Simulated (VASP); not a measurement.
# W4N in VASP: notebook, part 2 of 2

VASP 6.6.1. The steps go on from the part before.

## (3) Single point, PBE

Contents of INCAR:

```
PREC     = Accurate       # precision mode
ENCUT    = 520            # plane-wave cutoff, eV
EDIFF    = 1E-6           # SCF threshold, eV
ISMEAR   = 0              # smearing method
SIGMA    = 0.1            # smearing width, eV
LREAL    = F              # projectors in reciprocal space
LASPH    = T              # aspherical terms in the spheres
NELM     = 80             # most SCF steps
ALGO     = Normal         # electronic algorithm
ISIF     = 2              # what is computed and relaxed
LWAVE    = F              # write WAVECAR
LCHARG   = F              # write CHGCAR
LDIPOL   = T            
IDIPOL   = 3            
DIPOL    = 0.5 0.5 0.355
GGA      = PE             # functional
NBANDS   = 38             # bands
```

Contents of KPOINTS:

```
Automatic mesh
0
Gamma
  8 8 1
```

Contents of POSCAR:

```
W4N
1.0
    3.1836991685      0.0000000000      0.0000000000
    0.0000000000      3.1836991685      0.0000000000
    0.0000000000      0.0000000000     20.1425775594
W N
4 1
Direct
    0.5000000000      0.5000000000      0.1985843166
    0.0000000000      0.0000000000      0.2776134071
    0.5000000000      0.5000000000      0.3599451789
    0.0000000000      0.0000000000      0.4290700897
    0.1250000000      0.1250000000      0.5112808333
```

Potentials or basis: VASP PAW PBE potentials, release 64 (W_sv, N).

Run with:

```sh
> cat potpaw_PBE.64/W_sv/POTCAR potpaw_PBE.64/N/POTCAR > POTCAR
> mpirun -np 1 vasp_std > vasp.out
```

OUTCAR:

```text
PREC = Accurate
   ENCUT = 520
   EDIFF = 1E-6
   ISMEAR = 0
   LREAL = F
   LASPH = T
   NELM = 80
   ISIF = 2
   GGA = PE

 ion  position               nearest neighbor table
   1  0.500  0.500  0.199-   2 2.76   2 2.76   2 2.76   2 2.76   3 3.25
   2  0.000  0.000  0.278-   1 2.76   1 2.76   1 2.76   1 2.76   3 2.80   3 2.80   3 2.80   3 2.80
                             4 3.05
   3  0.500  0.500  0.360-   4 2.65   4 2.65   4 2.65   4 2.65   2 2.80   2 2.80   2 2.80   2 2.80
                             1 3.25
   4  0.000  0.000  0.429-   5 1.75   3 2.65   3 2.65   3 2.65   3 2.65   2 3.05
   5  0.125  0.125  0.511-   4 1.75

  LATTYP: Found a simple tetragonal cell.
 ALAT       =     3.1836991685
 C/A-ratio  =     6.3267841882

  Lattice vectors:

 A1 = (   3.1836991685,   0.0000000000,   0.0000000000)
 A2 = (   0.0000000000,   3.1836991685,   0.0000000000)
 A3 = (   0.0000000000,   0.0000000000,  20.1425775594)

Analysis of symmetry for initial positions (statically):
=====================================================================
 Subroutine PRICEL returns:
 Original cell was already a primitive cell.

 Routine SETGRP: Setting up the symmetry group for a
 simple tetragonal supercell.

 Subroutine GETGRP returns: Found  2 space group operations
 (whereof  2 operations were pure point group operations)
 out of a pool of 16 trial point group operations.

The static configuration has the point symmetry C_1h.

Analysis of symmetry for dynamics (positions and initial velocities):
=====================================================================
 Subroutine PRICEL returns:
 Original cell was already a primitive cell.

 Routine SETGRP: Setting up the symmetry group for a
 simple tetragonal supercell.

 Subroutine GETGRP returns: Found  2 space group operations
 (whereof  2 operations were pure point group operations)
 out of a pool of 16 trial point group operations.

The dynamic configuration has the point symmetry C_1h.

 Subroutine INISYM returns: Found  2 space group operations
 (whereof  2 operations are pure point group operations),
 and found     1 'primitive' translations

----------------------------------------------------------------------------------------

                                     Primitive cell

  volume of cell :     204.1640

  direct lattice vectors                    reciprocal lattice vectors
     3.183699169  0.000000000  0.000000000     0.314100029  0.000000000  0.000000000
     0.000000000  3.183699169  0.000000000     0.000000000  0.314100029  0.000000000
     0.000000000  0.000000000 20.142577559     0.000000000  0.000000000  0.049646079

  length of vectors
     3.183699169  3.183699169 20.142577559     0.314100029  0.314100029  0.049646079

  position of ions in fractional coordinates (direct lattice)
     0.500000000  0.500000000  0.198584317
     0.000000000  0.000000000  0.277613407
     0.500000000  0.500000000  0.359945179
     0.000000000  0.000000000  0.429070090
     0.125000000  0.125000000  0.511280833

  ion indices of the primitive-cell ions
   primitive index   ion index
                 1           1
                 2           2
                 3           3
[... 35 lines left out ...]
  0.500000  0.000000  0.000000      2.000000
  0.125000  0.125000  0.000000      2.000000
[... 13 lines left out ...]
  0.500000  0.375000  0.000000      4.000000
  0.500000  0.500000  0.000000      1.000000
   k-points           NKPTS =     21   k-points in BZ     NKDIM =     21   number of bands    NBANDS=     38
   number of dos      NEDOS =    301   number of ions     NIONS =      5
   total plane-waves  NPLWV =  86400
   dimension x,y,z NGX =    24 NGY =   24 NGZ =  150
   dimension x,y,z NGXF=    48 NGYF=   48 NGZF=  300
   ions per type =               4   1
   NGX,Y,Z   is equivalent  to a cutoff of  12.53, 12.53, 12.38 a.u.
   NGXF,Y,Z  is equivalent  to a cutoff of  25.06, 25.06, 24.76 a.u.
 SYSTEM =  unknown system
   PREC   = accura    normal or accurate (medium, high low for compatibility)
   ISTART =      0    job   : 0-new  1-cont  2-samecut
   ICHARG =      2    charge: 1-file 2-atom 10-const
   ISPIN  =      1    spin polarized calculation?
   LNONCOLLINEAR =      F non collinear calculations
   LSORBIT =      F    spin-orbit coupling
   LASPH  =      T    aspherical Exc in radial PAW
   ENCUT  =  520.0 eV  38.22 Ry    6.18 a.u.   5.92  5.92 37.45*2*pi/ulx,y,z
   NELM   =     80;   NELMIN=  2; NELMDL= -5     # of ELM steps
   EDIFF  = 0.1E-05   stopping-criterion for ELM
   LREAL  =      F    real-space projection
   EDIFFG = 0.1E-04   stopping-criterion for IOM
   NSW    =      0    number of steps for IOM
   IBRION =     -1    ionic relax: 0-MD 1-quasi-New 2-CG
   NFREE  =      0    steps in history (QN), initial steepest desc. (CG)
   ISIF   =      2    stress and relaxation
   ISYM   =      2    0-nonsym 1-usesym 2-fastsym
   POTIM  = 0.5000    time-step for ionic-motion
   TEBEG  =    0.0;   TEEND  =   0.0 temperature during run
   PSTRESS=    0.0 pullay stress
   NELECT =      61.0000    total number of electrons
   NUPDOWN=      -1.0000    fix difference up-down
   EMIN   =  10.00;   EMAX   =-10.00  energy-range for DOS
   EFERMI =   0.00;   METHOD = LEGACY
   ISMEAR =     0;   SIGMA  =   0.10  broadening in eV -4-tet -1-fermi 0-gaus
   EFERMI_NEDOS =   21; number of points for ismear=-14 and -15
   IALGO  =     38    algorithm
   IMIX   =      4    mixing-type and parameters
     AMIX     =   0.40;   BMIX     =  1.00
     AMIX_MAG =   1.60;   BMIX_MAG =  1.00
  volume/ion in A,a.u.               =      40.83       275.55
  Fermi-wavevector in a.u.,A,eV,Ry     =   1.094439  2.068191 16.297028  1.197798
  Thomas-Fermi vector in A             =   2.230744
   LORBIT       =      0    0 simple, 1 ext, 2 COOP (PROOUT), +10 PAW based schemes
   GGA     = PE    functional components
   LHFCALC =     F    Hartree Fock is set to
   AEXX    =    0.0000 exact exchange contribution
   IVDW    =     0    specifies the selected vdW correction
   LEPSILON=     F    determine dielectric tensor
   LRPA    =     F    only Hartree local field effects (RPA)
 non-spin polarized calculation
 Gauss-broadening in eV      SIGMA  =   0.10
  energy-cutoff  :      520.00
  volume of cell :      204.16
 maximum number of plane-waves:      5576
   NGX = 11   NGY = 11   NGZ = 75

 dipolmoment           0.000000      0.000000     -0.056104 electrons x Angstroem

 number of electron      60.9999990 magnetization

 dipolmoment           0.000000      0.000000      0.227235 electrons x Angstroem

 Free energy of the ion-electron system (eV)
  ---------------------------------------------------
  ext. energy  EPLUGINS =         0.00000000
  ---------------------------------------------------
  free energy    TOTEN  =       -53.91082038 eV

  energy without entropy =      -53.88031003  energy(sigma->0) =      -53.89556521

 E-fermi :  -0.3989     XC(G=0):  -5.8165

 val. band max:       -0.4095429491   @ k =  -0.1250   0.3750   0.0000
 cond. band min:      -0.3944890042   @ k =  -0.1250   0.1250   0.0000
 fundamental gap:      0.0150539449
 Fermi energy:        -0.3989447317

 k-point     1 :       0.0000    0.0000    0.0000
  band No.  band energies     occupation
      1     -74.3331      2.00000
      2     -74.2270      2.00000
      3     -74.0494      2.00000
      4     -73.5305      2.00000
      5     -38.7708      2.00000
      6     -38.6350      2.00000
[... 850 lines left out ...]
     37       3.0235      0.00000
     38       3.1974      0.00000

------------------------ aborting loop because EDIFF is reached ----------------------------------------

 vacuum level on the upper side and lower side of the slab       (xc-potential included)         1.965        -2.070

  FORCE on cell =-STRESS in cart. coord.  units (eV):
  Direction    XX          YY          ZZ          XY          YZ          ZX
  --------------------------------------------------------------------------------------
  -------------------------------------------------------------------------------------
  Total       -2.3286844     -2.3286844      1.6251814      0.3385430      0.5934521      0.5934565
  in kB      -18.2743574    -18.2743574     12.7536158      2.6567171      4.6571173      4.6571518
  external PRESSURE =      -7.9316997 kB  Pullay stress =       0.0000000 kB

 VOLUME and BASIS-vectors are now :
 -----------------------------------------------------------------------------
  energy-cutoff  :      520.00
  volume of cell :      204.16
      direct lattice vectors                 reciprocal lattice vectors
     3.183699169  0.000000000  0.000000000     0.314100029  0.000000000  0.000000000
     0.000000000  3.183699169  0.000000000     0.000000000  0.314100029  0.000000000
     0.000000000  0.000000000 20.142577559     0.000000000  0.000000000  0.049646079

 POSITION                                       TOTAL-FORCE (eV/Angst)
 -----------------------------------------------------------------------------------
      1.59185      1.59185      4.00000         0.002680      0.002680      2.009645
      0.00000      0.00000      5.59185         0.121106      0.121106     -2.175580
      1.59185      1.59185      7.25022        -0.472030     -0.472030     -2.773157
      0.00000      0.00000      8.64258         0.155471      0.155471      2.637721
      0.39796      0.39796     10.29851         0.192774      0.192774      0.301371
 -----------------------------------------------------------------------------------
    total drift:                               -0.000018     -0.000018     -0.000163

  FREE ENERGIE OF THE ION-ELECTRON SYSTEM (eV)
  ---------------------------------------------------
  free  energy   TOTEN  =       -53.9108203834 eV

  energy  without entropy=      -53.8803100283  energy(sigma->0) =      -53.89556521

 vacuum level on the upper side and lower side of the slab         7.769         3.589
```

Run time: 2 min. Hardware: 1 thread of Intel Xeon 6975P-C (Granite Rapids), shared host; peak memory 0.35 GiB.

What came out:

```yaml
Free_energy: -53.9108 eV
Largest_force: 2.852 eV/Å
```

Forces in eV/Å, atoms in the order of the input:
```
W    0.003  0.003  2.010
W    0.121  0.121 -2.176
W   -0.472 -0.472 -2.773
W    0.155  0.155  2.638
N    0.193  0.193  0.301
```

Levels at points of the mesh, in eV from the Fermi level:
| k point | band 29 | band 30 | band 31 | band 32 | band 33 | band 34 |
| --- | --- | --- | --- | --- | --- | --- |
| (0.00, 0.00, 0.00) | -0.42 | -0.38 | -0.15 | 0.37 | 0.45 | 0.86 |
| (0.50, 0.00, 0.00) | -0.61 | 0.08 | 0.48 | 0.68 | 0.84 | 1.24 |
| (0.50, 0.50, 0.00) | -0.29 | 0.18 | 1.95 | 2.11 | 2.13 | 2.81 |

Caveat: spin-orbit coupling is left out, which moves the levels of the heavy elements.

## (4) Single point, PBE

Contents of INCAR:

```
PREC = Accurate
ENCUT = 520
EDIFF = 1E-6
ISMEAR = 0
SIGMA = 0.1
LREAL = F
LASPH = T
NELM = 100
ALGO = Normal
ISIF = 2
LWAVE = F
LCHARG = F
LDIPOL = T
IDIPOL = 3
DIPOL = 0.5 0.5 0.347
GGA = PE
NBANDS = 38
```

KPOINTS is that of step 3.

POSCAR: that of step 3 with these lines changed.

```diff
@@ -12,2 +12,2 @@
     0.0000000000      0.0000000000      0.4290700897
-    0.1250000000      0.1250000000      0.5112808333
+    0.3750000000      0.3750000000      0.4673485244
```

Potentials or basis: VASP PAW PBE potentials, release 64 (W_sv, N).

Run with:

```sh
> cat potpaw_PBE.64/W_sv/POTCAR potpaw_PBE.64/N/POTCAR > POTCAR
> mpirun -np 1 vasp_std > vasp.out
```

OUTCAR:

```text
PREC = Accurate
   ENCUT = 520
   EDIFF = 1E-6
   ISMEAR = 0
   LREAL = F
   LASPH = T
   NELM = 100
   ISIF = 2
   GGA = PE

 ion  position               nearest neighbor table
   1  0.500  0.500  0.199-   2 2.76   2 2.76   2 2.76   2 2.76   3 3.25
   2  0.000  0.000  0.278-   1 2.76   1 2.76   1 2.76   1 2.76   3 2.80   3 2.80   3 2.80   3 2.80
                             4 3.05
   3  0.500  0.500  0.360-   5 2.24   4 2.65   4 2.65   4 2.65   4 2.65   2 2.80   2 2.80   2 2.80
                             2 2.80   1 3.25
   4  0.000  0.000  0.429-   5 1.86   5 2.45   5 2.45   3 2.65   3 2.65   3 2.65   3 2.65   2 3.05

   5  0.375  0.375  0.467-   4 1.86   3 2.24   4 2.45   4 2.45

  LATTYP: Found a simple tetragonal cell.
 ALAT       =     3.1836991685
 C/A-ratio  =     6.3267841882

  Lattice vectors:

 A1 = (   3.1836991685,   0.0000000000,   0.0000000000)
 A2 = (   0.0000000000,   3.1836991685,   0.0000000000)
 A3 = (   0.0000000000,   0.0000000000,  20.1425775594)

Analysis of symmetry for initial positions (statically):
[... 184 lines left out ...]
 Fermi energy:         0.9839061146

 k-point     1 :       0.0000    0.0000    0.0000
  band No.  band energies     occupation
      1     -73.8612      2.00000
      2     -73.2450      2.00000
      3     -73.0881      2.00000
      4     -72.9857      2.00000
      5     -38.3769      2.00000
      6     -38.1766      2.00000
[... 850 lines left out ...]
     37       3.7980      0.00000
     38       4.2196      0.00000

------------------------ aborting loop because EDIFF is reached ----------------------------------------

 vacuum level on the upper side and lower side of the slab       (xc-potential included)         0.129        -0.435

  FORCE on cell =-STRESS in cart. coord.  units (eV):
  Direction    XX          YY          ZZ          XY          YZ          ZX
  --------------------------------------------------------------------------------------
  -------------------------------------------------------------------------------------
  Total       -3.7591785     -3.7591785      0.6441948      3.4321535      1.6946515      1.6946511
  in kB      -29.5001648    -29.5001648      5.0553208     26.9338350     13.2987825     13.2987799
  external PRESSURE =     -17.9816696 kB  Pullay stress =       0.0000000 kB

 VOLUME and BASIS-vectors are now :
 -----------------------------------------------------------------------------
  energy-cutoff  :      520.00
  volume of cell :      204.16
      direct lattice vectors                 reciprocal lattice vectors
     3.183699169  0.000000000  0.000000000     0.314100029  0.000000000  0.000000000
     0.000000000  3.183699169  0.000000000     0.000000000  0.314100029  0.000000000
     0.000000000  0.000000000 20.142577559     0.000000000  0.000000000  0.049646079

 POSITION                                       TOTAL-FORCE (eV/Angst)
 -----------------------------------------------------------------------------------
      1.59185      1.59185      4.00000        -0.053479     -0.053479      2.121605
      0.00000      0.00000      5.59185         0.290323      0.290323     -1.988429
      1.59185      1.59185      7.25022        -0.889132     -0.889132     -3.157785
      0.00000      0.00000      8.64258        -0.767343     -0.767343      2.906834
      1.19389      1.19389      9.41360         1.419630      1.419630      0.117775
 -----------------------------------------------------------------------------------
    total drift:                               -0.000050     -0.000050     -0.000287

  FREE ENERGIE OF THE ION-ELECTRON SYSTEM (eV)
  ---------------------------------------------------
  free  energy   TOTEN  =       -55.5860296166 eV

  energy  without entropy=      -55.5714334723  energy(sigma->0) =      -55.57873154

 vacuum level on the upper side and lower side of the slab         5.577         4.982
```

OSZICAR:

```text
N       E                     dE             d eps       ncg     rms          rms(c)
DAV:   1     0.725334265091E+03    0.72533E+03   -0.37387E+04  1932   0.151E+03
DAV:   2    -0.251620588110E+02   -0.75050E+03   -0.73629E+03  1892   0.471E+02
DAV:   3    -0.600390898843E+02   -0.34877E+02   -0.33800E+02  2004   0.103E+02
[... 20 lines left out ...]
DAV:  24    -0.555859735094E+02   -0.14209E-04   -0.24369E-06  1470   0.659E-03    0.468E-03
DAV:  25    -0.555860032142E+02   -0.29705E-04   -0.24964E-06  1442   0.651E-03    0.300E-03
DAV:  26    -0.555860193212E+02   -0.16107E-04   -0.13297E-06  1232   0.600E-03    0.177E-03
DAV:  27    -0.555860269099E+02   -0.75887E-05   -0.88634E-07  1172   0.345E-03    0.110E-03
DAV:  28    -0.555860291702E+02   -0.22603E-05   -0.25487E-07  1046   0.283E-03    0.449E-04
DAV:  29    -0.555860296166E+02   -0.44643E-06   -0.10481E-07   936   0.158E-03
   1 F= -.55586030E+02 E0= -.55578732E+02  d E =-.145961E-01
```

stdout:

```text
POSCAR found type information on POSCAR W N
 POSCAR found :  2 types and       5 ions
 scaLAPACK will be used
 LDA part: xc-table for (Slater+PW92), standard interpolation
 POSCAR, INCAR and KPOINTS ok, starting setup
 FFT: planning ... GRIDC
 FFT: planning ... GRID_SOFT
 FFT: planning ... GRID
 WAVECAR not read
 entering main loop
```

Wall time 1.8 min (1 thread of Intel Xeon 6975P-C (Granite Rapids), shared host); peak memory 0.34 GiB.

Results:

```
Free energy   : -55.5860 eV
Largest force : 3.399 eV/Å
```

Forces in eV/Å, atoms in the order of the input:
```
W   -0.053 -0.053  2.122
W    0.290  0.290 -1.988
W   -0.889 -0.889 -3.158
W   -0.767 -0.767  2.907
N    1.420  1.420  0.118
```

Caveat: spin-orbit coupling is left out, which moves the levels of the heavy elements.
